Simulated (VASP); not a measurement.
# CsH (I4/mmm) in VASP: further runs, part 2 of 2

VASP 6.6.1. The steps go on from the part before.

### 3 Single point, LDA

This run uses another cell than the first one, of the same volume but with other edges.

Input file INCAR:

```
  ALGO = Normal
  EDIFF = 1E-6
  ENCUT = 520
  ISIF = 2
  ISMEAR = 0
  LASPH = T
  LCHARG = F
  LREAL = F
  LWAVE = F
  NBANDS = 12
  NELM = 60
  PREC = Accurate
  SIGMA = 0.05
```

Input file KPOINTS:

```
k-points
0
Gamma
  8 8 8
```

Input file POSCAR:

```
CsH
1.0
    0.0000000000      2.8403280946      4.0162239258
    2.8403280946      0.0000000000      4.0162239258
    2.8403280946      2.8403280946      0.0000000000
Cs H
1 1
Direct
    0.0000000000      0.0000000000      0.0000000000
    0.5000000000      0.5000000000      0.5000000000
```

Potentials or basis: VASP PAW LDA potentials, release 64 (Cs_sv, H).

The run is started by

```bash
> cat potpaw_LDA.64/Cs_sv/POTCAR potpaw_LDA.64/H/POTCAR > POTCAR
> mpirun -np 1 vasp_std > vasp.out
```

OUTCAR:

```text
EDIFF = 1E-6
   ENCUT = 520
   ISIF = 2
   ISMEAR = 0
   LASPH = T
   LREAL = F
   NELM = 60
   PREC = Accurate

 ion  position               nearest neighbor table
   1  0.000  0.000  0.000-
   2  0.500  0.500  0.500-

  LATTYP: Found a body centered tetragonal cell.
 ALAT       =     4.0168305130
 C/A-ratio  =     1.9996979772

  Lattice vectors:

 A1 = (  -2.8403280946,   0.0000000000,   4.0162239258)
 A2 = (   2.8403280946,   0.0000000000,   4.0162239258)
 A3 = (   0.0000000000,   2.8403280946,  -4.0162239258)

Analysis of symmetry for initial positions (statically):
=====================================================================
 Subroutine PRICEL returns:
 Original cell was already a primitive cell.

 Routine SETGRP: Setting up the symmetry group for a
 body centered tetragonal supercell.

 Subroutine GETGRP returns: Found 16 space group operations
 (whereof 16 operations were pure point group operations)
 out of a pool of 16 trial point group operations.

The static configuration has the point symmetry D_4h.

Analysis of symmetry for dynamics (positions and initial velocities):
=====================================================================
 Subroutine PRICEL returns:
 Original cell was already a primitive cell.

 Routine SETGRP: Setting up the symmetry group for a
 body centered tetragonal supercell.

 Subroutine GETGRP returns: Found 16 space group operations
 (whereof 16 operations were pure point group operations)
 out of a pool of 16 trial point group operations.

The dynamic configuration has the point symmetry D_4h.

 Subroutine INISYM returns: Found 16 space group operations
 (whereof 16 operations are pure point group operations),
 and found     1 'primitive' translations

----------------------------------------------------------------------------------------

                                     Primitive cell

  volume of cell :      64.8015
[... 117 lines left out ...]
   IVDW    =     0    specifies the selected vdW correction
   LEPSILON=     F    determine dielectric tensor
   LRPA    =     F    only Hartree local field effects (RPA)
 non-spin polarized calculation
 Gauss-broadening in eV      SIGMA  =   0.05
  energy-cutoff  :      520.00
  volume of cell :       64.80
 maximum number of plane-waves:      1769
 NGX is ok and might be reduce to    40

 number of electron      10.0000000 magnetization

 Free energy of the ion-electron system (eV)
  ---------------------------------------------------
  ext. energy  EPLUGINS =         0.00000000
  ---------------------------------------------------
  free energy    TOTEN  =        -4.67155414 eV

  energy without entropy =       -4.67155414  energy(sigma->0) =       -4.67155414

 E-fermi :   0.7431     XC(G=0):  -7.4042

 val. band max:        0.4965994236   @ k =   0.5000   0.0000   0.0000
 cond. band min:       2.0182428633   @ k =   0.5000   0.0000   0.0000
 fundamental gap:      1.5216434396
 Fermi energy:         0.7431297342

 k-point     1 :       0.0000    0.0000    0.0000
  band No.  band energies     occupation
      1     -21.2855      2.00000
      2      -8.0532      2.00000
      3      -7.5117      2.00000
      4      -7.5117      2.00000
      5      -1.7466      2.00000
      6       2.9988      0.00000
      7       4.2413      0.00000
      8       6.1687      0.00000
      9       6.1687      0.00000
     10       7.8129      0.00000
     11       8.8241      0.00000
     12       8.9262      0.00000
[... 331 lines left out ...]
 k-point    24 :       0.3750   -0.0000    0.1250
  band No.  band energies     occupation
      1     -21.1743      2.00000
      2      -8.5732      2.00000
      3      -8.0824      2.00000
      4      -7.6086      2.00000
      5      -0.1237      2.00000
      6       2.7196      0.00000
      7       4.4773      0.00000
      8       4.8017      0.00000
      9       6.3999      0.00000
     10       6.9642      0.00000
     11       8.8495      0.00000
     12      10.2236      0.00000

 [... further k-points ...]

------------------------ aborting loop because EDIFF is reached ----------------------------------------

  FORCE on cell =-STRESS in cart. coord.  units (eV):
  Direction    XX          YY          ZZ          XY          YZ          ZX
  --------------------------------------------------------------------------------------
  -------------------------------------------------------------------------------------
  Total        1.0387415      1.0387415     -0.7389697      0.0000000      0.0000000      0.0000000
  in kB       25.6822532     25.6822532    -18.2705781      0.0000000      0.0000000      0.0000000
  external PRESSURE =      11.0313094 kB  Pullay stress =       0.0000000 kB

 VOLUME and BASIS-vectors are now :
 -----------------------------------------------------------------------------
  energy-cutoff  :      520.00
  volume of cell :       64.80
      direct lattice vectors                 reciprocal lattice vectors
     0.000000000  2.840328095  4.016223926    -0.176036001  0.176036001  0.124495050
     2.840328095  0.000000000  4.016223926     0.176036001 -0.176036001  0.124495050
     2.840328095  2.840328095  0.000000000     0.176036001  0.176036001 -0.124495050

 POSITION                                       TOTAL-FORCE (eV/Angst)
 -----------------------------------------------------------------------------------
      0.00000      0.00000      0.00000         0.000000      0.000000      0.000000
      2.84033      2.84033      4.01622         0.000000      0.000000     -0.000000
 -----------------------------------------------------------------------------------
    total drift:                                0.000000     -0.000000     -0.000000

  FREE ENERGIE OF THE ION-ELECTRON SYSTEM (eV)
  ---------------------------------------------------
  free  energy   TOTEN  =        -4.6715541447 eV

  energy  without entropy=       -4.6715541447  energy(sigma->0) =       -4.67155414
```

OSZICAR:

```text
N       E                     dE             d eps       ncg     rms          rms(c)
DAV:   1     0.428741450940E+02    0.42874E+02   -0.40911E+03  1416   0.687E+02
DAV:   2    -0.216712538635E+01   -0.45041E+02   -0.42693E+02  1812   0.112E+02
DAV:   3    -0.564158199764E+01   -0.34745E+01   -0.34667E+01  1780   0.336E+01
DAV:   4    -0.567108334916E+01   -0.29501E-01   -0.29499E-01  1604   0.358E+00
DAV:   5    -0.567122129793E+01   -0.13795E-03   -0.13795E-03  1840   0.251E-01    0.390E+00
DAV:   6    -0.486386377216E+01    0.80736E+00   -0.68095E-01  1628   0.318E+00    0.166E+00
DAV:   7    -0.466554093024E+01    0.19832E+00   -0.78669E-01  1624   0.296E+00    0.656E-01
DAV:   8    -0.467940207059E+01   -0.13861E-01   -0.82976E-02  1568   0.114E+00    0.359E-01
DAV:   9    -0.467138632424E+01    0.80157E-02   -0.21986E-02  1716   0.523E-01    0.465E-02
DAV:  10    -0.467160085225E+01   -0.21453E-03   -0.22261E-03  1568   0.178E-01    0.476E-02
DAV:  11    -0.467155218429E+01    0.48668E-04   -0.30316E-04  1596   0.577E-02    0.942E-03
DAV:  12    -0.467155458092E+01   -0.23966E-05   -0.31690E-05  1692   0.244E-02    0.337E-03
DAV:  13    -0.467155414466E+01    0.43626E-06   -0.21808E-06  1560   0.670E-03
   1 F= -.46715541E+01 E0= -.46715541E+01  d E =-.609703E-14
```

Wall time 16 s (1 thread of Intel Xeon 6975P-C (Granite Rapids), shared host); peak memory 0.2 GiB.

Results:

* Free energy: -4.6716 eV
* Pressure: 1.1 GPa
* Band gap on the k mesh: 1.52 eV, direct

Levels at points of the mesh, in eV from the valence-band top:
```csv
k point,band 3,band 4,band 5,band 6,band 7,band 8
"(0.00, 0.00, 0.00)",-8.01,-8.01,-2.24,2.50,3.74,5.67
"(0.50, 0.00, 0.00)",-8.62,-7.93,0.00,1.52,3.48,5.39
"(0.50, 0.50, 0.00)",-8.08,-8.08,-1.77,3.04,3.23,7.70
"(0.50, 0.00, 0.50)",-8.85,-8.53,-1.84,2.56,5.60,5.87
```

Caveat: spin-orbit coupling is left out, which moves the levels of the heavy elements. A k mesh can miss the band edges.
